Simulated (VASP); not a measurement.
# ZnInGaO4 (R3m) in VASP: further runs

ZnInGaO4 is run at these levels: LDA; tasks: relaxation of cell and atoms.

Program: VASP 6.6.1. These are calculated values, not measurements. Logs are shortened: lines on timing, memory, paths and dates and some standing lists are left out, and cuts for length are marked.

### Step 1. The cell of the first run

The structure is trigonal, space group R3m (No. 160). Conventional cell: a = 3.361 Å, b = 3.361 Å, c = 26.140 Å, α = 90.00°, β = 90.00°, γ = 120.00°. Zn (site symmetry 3m) has 5 O at 2.01 to 2.53 Å within 2.7 Å. In (site symmetry 3m) has 6 O at 2.22 to 2.23 Å within 2.9 Å. Within 2.6 Å of Ga (site symmetry 3m) lie 5 O at 1.94 to 2.00 Å. O (site symmetry 3m) has 1 Zn at 2.01 Å and 3 In at 2.22 Å within 2.7 Å. Within 2.6 Å of O (site symmetry 3m) lie 1 Ga at 1.98 Å and 3 In at 2.23 Å. Within 2.6 Å of O (site symmetry 3m) lie 3 Ga at 1.94 Å and 1 Zn at 2.53 Å. O (site symmetry 3m) has 1 Ga at 2.00 Å and 3 Zn at 2.02 Å and 3 O at 2.76 Å within 2.8 Å.

### Step 2. Relaxation of cell and atoms, LDA

INCAR

```
PREC = Accurate
ENCUT = 600
EDIFF = 1E-6
ISMEAR = 0
SIGMA = 0.03
LREAL = F
LASPH = T
NELM = 80
ALGO = Normal
ISIF = 3
LWAVE = F
LCHARG = F
IBRION = 2
NSW = 90
EDIFFG = -0.01
KPAR = 2
```

KPOINTS

```
regular mesh
0
Gamma
  9 9 9
```

POSCAR

```
ZnInGaO4
1.0
    1.6803268679      0.9701371695      8.7134054620
   -1.6803268679      0.9701371695      8.7134054620
    0.0000000000     -1.9402743390      8.7134054620
Zn In Ga O
1 1 1 4
Direct
    0.2183820000      0.2183820000      0.2183820000
    0.0027680000      0.0027680000      0.0027680000
    0.7870340000      0.7870340000      0.7870340000
    0.2951430000      0.2951430000      0.2951430000
    0.7113580000      0.7113580000      0.7113580000
    0.1217170000      0.1217170000      0.1217170000
    0.8635990000      0.8635990000      0.8635990000
```

Potentials or basis: VASP PAW LDA potentials, release 64 (Zn, In_d, Ga_d, O).

Launch:

```
$ cat potpaw_LDA.64/Zn/POTCAR potpaw_LDA.64/In_d/POTCAR potpaw_LDA.64/Ga_d/POTCAR potpaw_LDA.64/O/POTCAR > POTCAR
$ mpirun -np 2 vasp_std > vasp.out
```

OUTCAR:

```text
PREC = Accurate
   ENCUT = 600
   EDIFF = 1E-6
   ISMEAR = 0
   LREAL = F
   LASPH = T
   NELM = 80
   ISIF = 3
   IBRION = 2
   NSW = 90
   EDIFFG = -0.01

 ion  position               nearest neighbor table
   1  0.218  0.218  0.218-   4 2.01   7 2.02   7 2.02   7 2.02
   2  0.003  0.003  0.003-   4 2.22   4 2.22   4 2.22   5 2.23   5 2.23   5 2.23
   3  0.787  0.787  0.787-   6 1.94   6 1.94   6 1.94   5 1.98   7 2.00
   4  0.295  0.295  0.295-   1 2.01   2 2.22   2 2.22   2 2.22
   5  0.711  0.711  0.711-   3 1.98   2 2.23   2 2.23   2 2.23
   6  0.122  0.122  0.122-   3 1.94   3 1.94   3 1.94
   7  0.864  0.864  0.864-   3 2.00   1 2.02   1 2.02   1 2.02

  LATTYP: Found a trigonal (rhomboedric) cell.
 ALAT       =     8.9268191007
 COS(alpha) =     0.9291362598

  Lattice vectors:

 A1 = (   1.6803268679,   0.9701371695,   8.7134054620)
 A2 = (  -1.6803268679,   0.9701371695,   8.7134054620)
 A3 = (   0.0000000000,  -1.9402743390,   8.7134054620)

Analysis of symmetry for initial positions (statically):
=====================================================================
 Subroutine PRICEL returns:
 Original cell was already a primitive cell.

 Routine SETGRP: Setting up the symmetry group for a
 trigonal (rhombohedral) supercell.

 Subroutine GETGRP returns: Found  6 space group operations
 (whereof  6 operations were pure point group operations)
 out of a pool of 12 trial point group operations.

The static configuration has the point symmetry C_3v.

Analysis of symmetry for dynamics (positions and initial velocities):
=====================================================================
 Subroutine PRICEL returns:
 Original cell was already a primitive cell.

 Routine SETGRP: Setting up the symmetry group for a
 trigonal (rhombohedral) supercell.

 Subroutine GETGRP returns: Found  6 space group operations
 (whereof  6 operations were pure point group operations)
 out of a pool of 12 trial point group operations.

The dynamic configuration has the point symmetry C_3v.

 Subroutine INISYM returns: Found  6 space group operations
 (whereof  6 operations are pure point group operations),
 and found     1 'primitive' translations

----------------------------------------------------------------------------------------

                                     Primitive cell

  volume of cell :      85.2248

  direct lattice vectors                    reciprocal lattice vectors
     1.680326868  0.970137169  8.713405462     0.297561153  0.171797012  0.038255230
    -1.680326868  0.970137169  8.713405462    -0.297561153  0.171797012  0.038255230
     0.000000000 -1.940274339  8.713405462     0.000000000 -0.343594023  0.038255230

  length of vectors
     8.926819101  8.926819101  8.926819101     0.345717103  0.345717103  0.345717103

  position of ions in fractional coordinates (direct lattice)
     0.218382000  0.218382000  0.218382000
     0.002768000  0.002768000  0.002768000
     0.787034000  0.787034000  0.787034000
     0.295143000  0.295143000  0.295143000
     0.711358000  0.711358000  0.711358000
     0.121717000  0.121717000  0.121717000
     0.863599000  0.863599000  0.863599000

  ion indices of the primitive-cell ions
   primitive index   ion index
                 1           1
                 2           2
                 3           3
                 4           4
                 5           5
                 6           6
                 7           7

----------------------------------------------------------------------------------------

 KPOINTS: regular mesh

Automatic generation of k-mesh.
 Grid dimensions read from file:
 generate k-points for:    9    9    9

 Generating k-lattice:

  Cartesian coordinates                     Fractional coordinates (reciprocal lattice)
     0.033062350  0.019088557  0.004250581     0.111111111  0.000000000 -0.000000000
    -0.033062350  0.019088557  0.004250581     0.000000000  0.111111111 -0.000000000
     0.000000000 -0.038177114  0.004250581    -0.000000000 -0.000000000  0.111111111

  Length of vectors
     0.038413011  0.038413011  0.038413011

  Shift w.r.t. Gamma in fractional coordinates (k-lattice)
     0.000000000  0.000000000  0.000000000

 Subroutine IBZKPT returns following result:
 ===========================================

 Found     85 irreducible k-points:

 Following reciprocal coordinates:
            Coordinates               Weight
  0.000000  0.000000  0.000000      1.000000
  0.111111  0.000000  0.000000      6.000000
  0.222222  0.000000  0.000000      6.000000
  0.333333  0.000000 -0.000000      6.000000
  0.444444  0.000000  0.000000      6.000000
  0.111111  0.111111  0.000000      6.000000
[... 16 lines left out ...]
 -0.333333  0.333333  0.000000      6.000000
  0.444444  0.444444  0.000000      6.000000
 [... further k-points ...]
   k-points           NKPTS =     85   k-points in BZ     NKDIM =     85   number of bands    NBANDS=     37
   number of dos      NEDOS =    301   number of ions     NIONS =      7
   total plane-waves  NPLWV = 373248
   dimension x,y,z NGX =    72 NGY =   72 NGZ =   72
   dimension x,y,z NGXF=   144 NGYF=  144 NGZF=  144
   ions per type =               1   1   1   4
   NGX,Y,Z   is equivalent  to a cutoff of  13.41, 13.41, 13.41 a.u.
   NGXF,Y,Z  is equivalent  to a cutoff of  26.82, 26.82, 26.82 a.u.
 SYSTEM =  unknown system
   PREC   = accura    normal or accurate (medium, high low for compatibility)
   ISTART =      0    job   : 0-new  1-cont  2-samecut
   ICHARG =      2    charge: 1-file 2-atom 10-const
   ISPIN  =      1    spin polarized calculation?
   LNONCOLLINEAR =      F non collinear calculations
   LSORBIT =      F    spin-orbit coupling
   LASPH  =      T    aspherical Exc in radial PAW
   ENCUT  =  600.0 eV  44.10 Ry    6.64 a.u.  17.83 17.83 17.83*2*pi/ulx,y,z
   NELM   =     80;   NELMIN=  2; NELMDL= -5     # of ELM steps
   EDIFF  = 0.1E-05   stopping-criterion for ELM
   LREAL  =      F    real-space projection
   EDIFFG = -.1E-01   stopping-criterion for IOM
   NSW    =     90    number of steps for IOM
   IBRION =      2    ionic relax: 0-MD 1-quasi-New 2-CG
   NFREE  =      1    steps in history (QN), initial steepest desc. (CG)
   ISIF   =      3    stress and relaxation
   ISYM   =      2    0-nonsym 1-usesym 2-fastsym
   POTIM  = 0.5000    time-step for ionic-motion
   TEBEG  =    0.0;   TEEND  =   0.0 temperature during run
   PSTRESS=    0.0 pullay stress
   NELECT =      62.0000    total number of electrons
   NUPDOWN=      -1.0000    fix difference up-down
   EMIN   =  10.00;   EMAX   =-10.00  energy-range for DOS
   EFERMI =   0.00;   METHOD = LEGACY
   ISMEAR =     0;   SIGMA  =   0.03  broadening in eV -4-tet -1-fermi 0-gaus
   EFERMI_NEDOS =   21; number of points for ismear=-14 and -15
   IALGO  =     38    algorithm
   IMIX   =      4    mixing-type and parameters
     AMIX     =   0.40;   BMIX     =  1.00
     AMIX_MAG =   1.60;   BMIX_MAG =  1.00
  volume/ion in A,a.u.               =      12.17        82.16
  Fermi-wavevector in a.u.,A,eV,Ry     =   1.472369  2.782374 29.495673  2.167871
  Thomas-Fermi vector in A             =   2.587392
   LORBIT       =      0    0 simple, 1 ext, 2 COOP (PROOUT), +10 PAW based schemes
   GGA     = CA    functional components
   LHFCALC =     F    Hartree Fock is set to
   AEXX    =    0.0000 exact exchange contribution
   IVDW    =     0    specifies the selected vdW correction
   LEPSILON=     F    determine dielectric tensor
   LRPA    =     F    only Hartree local field effects (RPA)
 conjugate gradient relaxation of ions
 non-spin polarized calculation
 Gauss-broadening in eV      SIGMA  =   0.03
  energy-cutoff  :      600.00
  volume of cell :       85.22
 maximum number of plane-waves:      2872
   NGX = 35   NGY = 35   NGZ = 35

--------------------------------------- Ionic step        1  -------------------------------------------

 number of electron      62.0000007 magnetization

 Free energy of the ion-electron system (eV)
  ---------------------------------------------------
  ext. energy  EPLUGINS =         0.00000000
  ---------------------------------------------------
  free energy    TOTEN  =       -43.46491749 eV

  energy without entropy =      -43.46491749  energy(sigma->0) =      -43.46491749

------------------------ aborting loop because EDIFF is reached ----------------------------------------

  FORCE on cell =-STRESS in cart. coord.  units (eV):
  Direction    XX          YY          ZZ          XY          YZ          ZX
  --------------------------------------------------------------------------------------
  -------------------------------------------------------------------------------------
  Total       -5.9779906     -5.9779906     -5.9769528      0.0000000      0.0000000      0.0000000
  in kB     -112.3827666   -112.3827666   -112.3632576      0.0000000      0.0000000      0.0000000
  external PRESSURE =    -112.3762636 kB  Pullay stress =       0.0000000 kB
[... 104 lines left out ...]
  FREE ENERGIE OF THE ION-ELECTRON SYSTEM (eV)
  ---------------------------------------------------
  free  energy   TOTEN  =       -43.6782614912 eV

  energy  without entropy=      -43.6782614912  energy(sigma->0) =      -43.67826149

[... ionic steps 4 to 10 ...]

--------------------------------------- Ionic step       11  -------------------------------------------

 number of electron      61.9999997 magnetization

------------------------ aborting loop because EDIFF is reached ----------------------------------------
[... 77 lines left out ...]
--------------------------------------- Ionic step       13  -------------------------------------------

 number of electron      61.9999997 magnetization

 Free energy of the ion-electron system (eV)
  ---------------------------------------------------
  ext. energy  EPLUGINS =         0.00000000
  ---------------------------------------------------
  free energy    TOTEN  =       -43.68049568 eV

  energy without entropy =      -43.68049568  energy(sigma->0) =      -43.68049568

 E-fermi :   4.1996     XC(G=0): -11.9321

 val. band max:        4.0455962755   @ k =   0.0000   0.0000   0.0000
 cond. band min:       5.3486181234   @ k =   0.0000   0.0000   0.0000
 fundamental gap:      1.3030218479
 Fermi energy:         4.1995889449

 k-point     1 :       0.0000    0.0000    0.0000
  band No.  band energies     occupation
      1     -14.7600      2.00000
      2     -13.7733      2.00000
      3     -13.1040      2.00000
      4     -12.6035      2.00000
      5      -9.4792      2.00000
      6      -9.4792      2.00000
[... 949 lines left out ...]
     36      12.7706      0.00000
     37      13.0976      0.00000

 [... further k-points ...]

------------------------ aborting loop because EDIFF is reached ----------------------------------------

  FORCE on cell =-STRESS in cart. coord.  units (eV):
  Direction    XX          YY          ZZ          XY          YZ          ZX
  --------------------------------------------------------------------------------------
  -------------------------------------------------------------------------------------
  Total       -0.0617006     -0.0617006     -0.0417174      0.0000000      0.0000000     -0.0000000
  in kB       -1.2434331     -1.2434331     -0.8407181      0.0000000      0.0000000     -0.0000000
  external PRESSURE =      -1.1091947 kB  Pullay stress =       0.0000000 kB
[... 22 lines left out ...]
  FREE ENERGIE OF THE ION-ELECTRON SYSTEM (eV)
  ---------------------------------------------------
  free  energy   TOTEN  =       -43.6804956821 eV

  energy  without entropy=      -43.6804956821  energy(sigma->0) =      -43.68049568

 reached required accuracy - stopping structural energy minimisation
```

It took 1.8 h on 2 MPI ranks of Intel Xeon Platinum 8375C at 2.90GHz (Ice Lake), shared host; peak memory 0.82 GiB.

What came out:

```yaml
Free_energy: -43.6805 eV
Relaxed_volume: 11.36 Å³/atom
Relaxed_cell: a = 8.717 Å, b = 8.717 Å, c = 8.717 Å, α = 21.72°, β = 21.72°, γ = 21.72°
Space_group_after_relaxing_to_0.1_Å: R3m (No. 160)
Energy_gained_by_relaxing: 30.8 meV/atom
Ionic_steps: 13
Pressure_after_relaxing: -0.1 GPa
Largest_force_after_relaxing: 0.007 eV/Å
Band_gap_on_the_k_mesh: 1.30 eV
```

Forces on the atoms (eV/Å):
```
Zn   0.000  0.000 -0.001
In   0.000  0.000  0.004
Ga   0.000  0.000 -0.002
O    0.000  0.000  0.003
O    0.000  0.000  0.004
O    0.000  0.000 -0.002
O    0.000  0.000 -0.007
```

The path:
| step | energy change (eV) | largest force (eV/Å) | pressure (GPa) | volume (Å³) |
| --- | --- | --- | --- | --- |
| 1 | 0.0000 | 0.1029 | -11.24 | 85.22 |
| 2 | -0.0518 | 0.4218 | 12.36 | 75.12 |
| 3 | -0.2133 | 0.1639 | -0.14 | 79.57 |
| 4 | -0.2133 | 0.1694 | 0.14 | 79.46 |
| 5 | -0.2150 | 0.0850 | 0.29 | 79.40 |
| 6 | -0.2150 | 0.0872 | 0.17 | 79.40 |
| 7 | -0.2155 | 0.0227 | -0.18 | 79.51 |
| 8 | -0.2155 | 0.0239 | -0.12 | 79.51 |
| 9 | -0.2155 | 0.0164 | 0.05 | 79.43 |
| 10 | -0.2155 | 0.0175 | 0.06 | 79.43 |
| 11 | -0.2156 | 0.0119 | 0.03 | 79.44 |
| 12 | -0.2156 | 0.0114 | 0.07 | 79.44 |
| 13 | -0.2156 | 0.0072 | -0.11 | 79.50 |

Final structure:
```
Zn In Ga O
1.0
     1.64239    0.94823    8.50818
    -1.64239    0.94823    8.50818
     0.00000   -1.89646    8.50818
Zn In Ga O
1 1 1 4
Direct
  0.21875 0.21875 0.21875
  0.00280 0.00280 0.00280
  0.78715 0.78715 0.78715
  0.29497 0.29497 0.29497
  0.71119 0.71119 0.71119
  0.12123 0.12123 0.12123
  0.86392 0.86392 0.86392
```

Levels at points of the mesh, in eV from the valence-band top:
```tsv
k point	band 27	band 28	band 29	band 30	band 31	band 32	band 33	band 34	band 35	band 36
(0.00, 0.00, 0.00)	-0.83	-0.83	-0.61	0.00	0.00	1.30	4.44	5.06	5.65	10.13
```

Caveat: spin-orbit coupling is left out, which moves the levels of the heavy elements; an odd mesh through Γ misses points on the zone boundary, where band edges can lie.

### Step 3. Relaxation of cell and atoms, LDA

This run uses another cell than the first one, of 11.36 Å³/atom.

Changes to INCAR since step 2:

```diff
@@ -2,3 +2,3 @@
 ENCUT = 600
-EDIFF = 1E-6
+EDIFF = 1E-7
 ISMEAR = 0
@@ -14,3 +14,3 @@
 NSW = 90
-EDIFFG = -0.01
+EDIFFG = -0.005
 KPAR = 2
```

KPOINTS is that of step 2.

POSCAR

```
ZnInGaO4                                
1.0
    1.6423858162      0.9482318931      8.5081815427
   -1.6423858162      0.9482318931      8.5081815427
    0.0000000000     -1.8964637861      8.5081815427
  Zn              In              Ga              O             
     1     1     1     4
Direct
     0.2187505306692598    0.2187505306692598    0.2187505306692598
     0.0027971689009319    0.0027971689009319    0.0027971689009319
     0.7871506848507308    0.7871506848507308    0.7871506848507308
     0.2949662994638898    0.2949662994638898    0.2949662994638898
     0.7111902472256791    0.7111902472256791    0.7111902472256791
     0.1212263045891064    0.1212263045891064    0.1212263045891064
     0.8639197643003997    0.8639197643003997    0.8639197643003997
```

Potentials or basis: VASP PAW LDA potentials, release 64 (Zn, In_d, Ga_d, O).

Launch:

```
$ cat potpaw_LDA.64/Zn/POTCAR potpaw_LDA.64/In_d/POTCAR potpaw_LDA.64/Ga_d/POTCAR potpaw_LDA.64/O/POTCAR > POTCAR
$ mpirun -np 2 vasp_std > vasp.out
```

Run time: 28 min. Hardware: 2 MPI ranks of Intel Xeon Platinum 8375C at 2.90GHz (Ice Lake), shared host; peak memory 0.75 GiB.

It converged, with:

* Free energy: -43.6662 eV
* Relaxed volume: 11.35 Å³/atom
* Relaxed cell: a = 8.716 Å, b = 8.716 Å, c = 8.716 Å, α = 21.72°, β = 21.72°, γ = 21.72°
* Space group after relaxing (to 0.1 Å): R3m (No. 160)
* Energy gained by relaxing: 0.0 meV/atom
* Ionic steps: 2
* Pressure after relaxing: 0.1 GPa
* Largest force after relaxing: 0.003 eV/Å
* Band gap on the k mesh: 1.31 eV

Forces on the atoms (eV/Å):
```
Zn   0.000  0.000  0.002
In   0.000  0.000  0.003
Ga   0.000  0.000 -0.001
O    0.000  0.000 -0.001
O    0.000  0.000  0.003
O    0.000  0.000 -0.002
O    0.000  0.000 -0.003
```

Final structure:
```xyz
7
Lattice="1.6420 0.9480 8.5076 -1.6420 0.9480 8.5076 0.0000 -1.8961 8.5076" Properties=species:S:1:pos:R:3 pbc="T T T"
Zn    0.0000    0.0000    5.5830
In    0.0000    0.0000    0.0716
Ga    0.0000    0.0000   20.0901
O     0.0000    0.0000    7.5285
O     0.0000    0.0000   18.1517
O     0.0000    0.0000    3.0939
O     0.0000    0.0000   22.0492
```

Levels at points of the mesh, in eV from the valence-band top:
| k point | band 28 | band 29 | band 30 | band 31 | band 32 | band 33 | band 34 | band 35 |
| --- | --- | --- | --- | --- | --- | --- | --- | --- |
| (0.00, 0.00, 0.00) | -0.84 | -0.61 | 0.00 | 0.00 | 1.31 | 4.44 | 5.06 | 5.65 |

Caveat: spin-orbit coupling is left out, which moves the levels of the heavy elements; an odd mesh through Γ misses points on the zone boundary, where band edges can lie.
